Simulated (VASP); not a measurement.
Here is a VASP 6.6.1 calculation.

INCAR

```
SYSTEM = Ga4SbAs3
  PREC = Accurate
  ENCUT = 600
  EDIFF = 1E-7
  ISMEAR = 0
  SIGMA = 0.1
  LREAL = .FALSE.
  LASPH = .TRUE.
  NELM = 60
  ALGO = Normal
  ISIF = 3
  LWAVE = .FALSE.
  LCHARG = .FALSE.
  GGA = PE
  IBRION = 2
  NSW = 100
  EDIFFG = -0.01
```

The input KPOINTS:

```
Automatic mesh
0
G
  6 6 6
  0 0 0
```

POSCAR

```
Ga4SbAs3
1.0
    5.8676540000      0.0000000000      0.0000000000
    0.0000000000      5.8676540000      0.0000000000
    0.0000000000      0.0000000000      5.8676540000
Ga Sb As
4 1 3
Direct
    0.2417920000      0.7582080000      0.7582080000
    0.2417920000      0.2417920000      0.2417920000
    0.7582080000      0.7582080000      0.2417920000
    0.7582080000      0.2417920000      0.7582080000
    0.5000000000      0.5000000000      0.5000000000
    0.0000000000      0.5000000000      0.0000000000
    0.0000000000      0.0000000000      0.5000000000
    0.5000000000      0.0000000000      0.0000000000
```

Potentials or basis: VASP PAW PBE potentials, release 64 (Ga_d, Sb, As).

Run with:

```bash
$ cat potpaw_PBE.64/Ga_d/POTCAR potpaw_PBE.64/Sb/POTCAR potpaw_PBE.64/As/POTCAR > POTCAR
$ mpirun -np 1 vasp_std > vasp.out
```

**Question.** Estimate the space group after relaxing (to 0.05 Å).

**Answer.** P-43m (No. 215).

**Question.** Estimate the relaxed cell.

**Answer.** a = 5.873 Å, b = 5.873 Å, c = 5.873 Å, α = 90.00°, β = 90.00°, γ = 90.00°.

**Question.** Predict the relaxed volume.

**Answer.** 25.32 Å³/atom.

**Question.** What does it give for the band gap on the k mesh?

**Answer.** Zero (filled and empty bands touch).

Forces on the atoms (eV/Å):
```
Ga   0.002 -0.002 -0.002
Ga   0.002  0.002  0.002
Ga  -0.002 -0.002  0.002
Ga  -0.002  0.002 -0.002
Sb   0.000  0.000  0.000
As   0.000  0.000  0.000
As   0.000  0.000  0.000
As   0.000  0.000  0.000
```

Caveat: spin-orbit coupling is left out, which moves the levels of the heavy elements.
